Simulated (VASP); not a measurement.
# TiO2 (P4_2/mnm) in VASP: further runs, part 3 of 3

VASP 6.6.1.

**6. Single point, LDA (in-plane strain -0.01)**

INCAR reads:

```
  PREC = Accurate
  ENCUT = 520
  EDIFF = 1E-6
  ISMEAR = 0
  SIGMA = 0.01
  LREAL = False
  LASPH = True
  NELM = 100
  ALGO = Normal
  ISIF = 2
  LWAVE = False
  LCHARG = False
  NBANDS = 33
```

KPOINTS reads:

```
regular mesh
0
Gamma
  6 6 8
```

POSCAR reads:

```
TiO2
1.0
    4.5026797651      0.0000000000      0.0000000000
    0.0000000000      4.5026797651      0.0000000000
    0.0000000000      0.0000000000      2.9346311263
Ti O
2 4
Direct
    0.0000000000      0.0000000000      0.0000000000
    0.5000000000      0.5000000000      0.5000000000
    0.3039661007      0.3039661007      0.0000000000
    0.1960338993      0.8039661007      0.5000000000
    0.6960338993      0.6960338993      0.0000000000
    0.8039661007      0.1960338993      0.5000000000
```

Potentials or basis: VASP PAW LDA potentials, release 64 (Ti_sv, O).

On the command line:

```bash
$ cat potpaw_LDA.64/Ti_sv/POTCAR potpaw_LDA.64/O/POTCAR > POTCAR
$ mpirun -np 1 vasp_std > vasp.out
```

OUTCAR:

```text
PREC = Accurate
   ENCUT = 520
   EDIFF = 1E-6
   ISMEAR = 0
   LREAL = False
   LASPH = True
   NELM = 100
   ISIF = 2

 ion  position               nearest neighbor table
   1  0.000  0.000  0.000-   4 1.93   6 1.93   4 1.93   6 1.93   5 1.94   3 1.94
   2  0.500  0.500  0.500-   3 1.93   5 1.93   3 1.93   5 1.93   4 1.94   6 1.94
   3  0.304  0.304  0.000-   2 1.93   2 1.93   1 1.94
   4  0.196  0.804  0.500-   1 1.93   1 1.93   2 1.94
   5  0.696  0.696  0.000-   2 1.93   2 1.93   1 1.94
   6  0.804  0.196  0.500-   1 1.93   1 1.93   2 1.94

  LATTYP: Found a simple tetragonal cell.
 ALAT       =     4.5026797651
 C/A-ratio  =     0.6517521297

  Lattice vectors:

 A1 = (   4.5026797651,   0.0000000000,   0.0000000000)
 A2 = (   0.0000000000,   4.5026797651,   0.0000000000)
 A3 = (   0.0000000000,   0.0000000000,   2.9346311263)

Analysis of symmetry for initial positions (statically):
=====================================================================
 Subroutine PRICEL returns:
 Original cell was already a primitive cell.

 Routine SETGRP: Setting up the symmetry group for a
 simple tetragonal supercell.
[... 174 lines left out ...]
  free energy    TOTEN  =       -58.75524633 eV

  energy without entropy =      -58.75524633  energy(sigma->0) =      -58.75524633

 E-fermi :   5.3588     XC(G=0): -12.2526

 val. band max:        5.1246951235   @ k =   0.0000   0.0000   0.0000
 cond. band min:       6.9615965037   @ k =   0.0000   0.0000   0.0000
 fundamental gap:      1.8369013802
 Fermi energy:         5.3587854494

 k-point     1 :       0.0000    0.0000    0.0000
  band No.  band energies     occupation
      1     -50.9624      2.00000
      2     -50.9377      2.00000
      3     -27.7242      2.00000
      4     -27.7242      2.00000
      5     -27.5167      2.00000
      6     -27.5167      2.00000
[... 853 lines left out ...]
     32      10.5956      0.00000
     33      12.1384      0.00000

 [... further k-points ...]
[... 5 lines left out ...]
  --------------------------------------------------------------------------------------
  -------------------------------------------------------------------------------------
  Total        2.0530595      2.0530595      0.8161076      0.0000000      0.0000000      0.0000000
  in kB       55.2861660     55.2861660     21.9766942      0.0000000      0.0000000      0.0000000
  external PRESSURE =      44.1830087 kB  Pullay stress =       0.0000000 kB

 VOLUME and BASIS-vectors are now :
 -----------------------------------------------------------------------------
  energy-cutoff  :      520.00
  volume of cell :       59.50
      direct lattice vectors                 reciprocal lattice vectors
     4.502679765  0.000000000  0.000000000     0.222089967  0.000000000  0.000000000
     0.000000000  4.502679765  0.000000000     0.000000000  0.222089967  0.000000000
     0.000000000  0.000000000  2.934631126     0.000000000  0.000000000  0.340758329

 POSITION                                       TOTAL-FORCE (eV/Angst)
 -----------------------------------------------------------------------------------
      0.00000      0.00000      0.00000        -0.000000      0.000000      0.000000
      2.25134      2.25134      1.46732        -0.000000      0.000000      0.000000
      1.36866      1.36866      0.00000        -0.048496     -0.048496     -0.000000
      0.88268      3.62000      1.46732         0.048496     -0.048496      0.000000
      3.13402      3.13402      0.00000         0.048496      0.048496      0.000000
      3.62000      0.88268      1.46732        -0.048496      0.048496      0.000000
 -----------------------------------------------------------------------------------
    total drift:                                0.000000      0.000000      0.000000

  FREE ENERGIE OF THE ION-ELECTRON SYSTEM (eV)
  ---------------------------------------------------
  free  energy   TOTEN  =       -58.7552463336 eV

  energy  without entropy=      -58.7552463336  energy(sigma->0) =      -58.75524633
```

It took 91 s on 1 thread of Intel Xeon 8259CL, shared host; peak memory 0.2 GiB.

Results:

```yaml
Free_energy: -58.7552 eV
Pressure: 4.4 GPa
Largest_force: 0.069 eV/Å
Band_gap_on_the_k_mesh: 1.84 eV
```

Forces on the atoms (eV/Å):
```
Ti   0.000  0.000  0.000
Ti   0.000  0.000  0.000
O   -0.048 -0.048  0.000
O    0.048 -0.048  0.000
O    0.048  0.048  0.000
O   -0.048  0.048  0.000
```

Levels at points of the mesh, in eV from the valence-band top:
| k point | band 22 | band 23 | band 24 | band 25 | band 26 | band 27 |
| --- | --- | --- | --- | --- | --- | --- |
| (0.00, 0.00, 0.00) | -0.48 | -0.48 | 0.00 | 1.84 | 2.16 | 2.37 |
| (0.50, 0.00, 0.00) | -1.82 | -0.82 | -0.82 | 2.58 | 2.58 | 3.12 |
| (0.50, 0.50, 0.00) | -1.41 | -1.11 | -1.11 | 1.90 | 1.90 | 2.52 |
| (0.00, 0.00, 0.50) | -2.71 | -1.49 | -1.49 | 3.10 | 3.10 | 3.19 |
| (0.50, 0.00, 0.50) | -2.19 | -1.15 | -1.15 | 1.87 | 1.87 | 3.22 |
| (0.50, 0.50, 0.50) | -1.45 | -0.68 | -0.68 | 2.64 | 2.64 | 3.24 |

Caveat: the cell differs from its parent crystal (in-plane strain -0.01); the cell stands under pressure. A k mesh can miss the band edges.

**7. The runs side by side**

```tsv
cell	gap on the mesh (eV)	pressure (GPa)	largest force (eV/Å)
a = 4.457, b = 4.457, c = 2.952 Å, 6 atoms	1.85	7.9	0.08
a = 4.457, b = 4.457, c = 2.959 Å, 6 atoms	1.84	7.1	0.02
a = 4.503, b = 4.503, c = 2.937 Å, 6 atoms	1.83	4.1	0.03
a = 4.503, b = 4.503, c = 2.935 Å, 6 atoms	1.84	4.4	0.07
```

Alike in all rows: task single point; level LDA; potentials or basis VASP PAW LDA potentials, release 64 (Ti_sv, O); no spin polarisation; k mesh 6 × 6 × 8; cutoff (eV) 520; smearing gaussian 0.01 eV.

Caveats: the cell stands under pressure.

Total energies depend on the potentials used, so only differences within one code and one set of settings carry meaning.
